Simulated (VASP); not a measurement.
A run of VASP 6.6.1 is set up as follows.

The input POSCAR:

```
Ru
1.0
    2.7059477279      0.0000000000      0.0000000000
   -1.3529738639      2.3434194737      0.0000000000
    0.0000000000      0.0000000000      4.2579056513
Ru
2
Direct
    0.3333333333      0.6666666667      0.2500000000
    0.6666666667      0.3333333333      0.7500000000
```

INCAR.step1

```
SYSTEM = Ru
ALGO = Normal ; EDIFF = 1E-4
ENCUT = 520 ; GGA = PE
ISMEAR = -1 ; LASPH = .TRUE.
LCHARG = .FALSE. ; LREAL = .FALSE.
LWAVE = .TRUE. ; NBANDS = 21
NELM = 60 ; PREC = Accurate
SIGMA = 0.03
```

INCAR.step2

```
SYSTEM = Ru
ALGO = Normal ; EDIFF = 1E-7
ENCUT = 520 ; ISIF = 2
ISMEAR = -1 ; ISTART = 1
LASPH = .TRUE. ; LCHARG = .FALSE.
LMIXTAU = .TRUE. ; LREAL = .FALSE.
LWAVE = .FALSE. ; METAGGA = R2SCAN
NBANDS = 21 ; NELM = 60
PREC = Accurate ; SIGMA = 0.03
```

Contents of KPOINTS:

```
k-points
0
G
  13 13 8
  0 0 0
```

Potentials or basis: VASP PAW PBE potentials, release 64 (Ru_pv).

Launch:

```console
$ cat potpaw_PBE.64/Ru_pv/POTCAR > POTCAR
$ cp INCAR.step1 INCAR
$ mpirun -np 1 vasp_std > vasp.out
$ cp INCAR.step2 INCAR
$ mpirun -np 1 vasp_std > vasp.out
```

Task: Estimate the pressure.

Result: 1.3 GPa.

Task: Estimate the band gap on the k mesh.

Result: Zero (band 14 reaches 14.42 eV, above the bottom of band 15 at 11.17 eV).

Stress tensor (GPa, compression positive):
```
1.41 0.00 0.00
0.00 1.41 0.00
0.00 0.00 1.14
```

Caveat: the PAW data sets were made with another functional, which shifts forces and pressure a little.
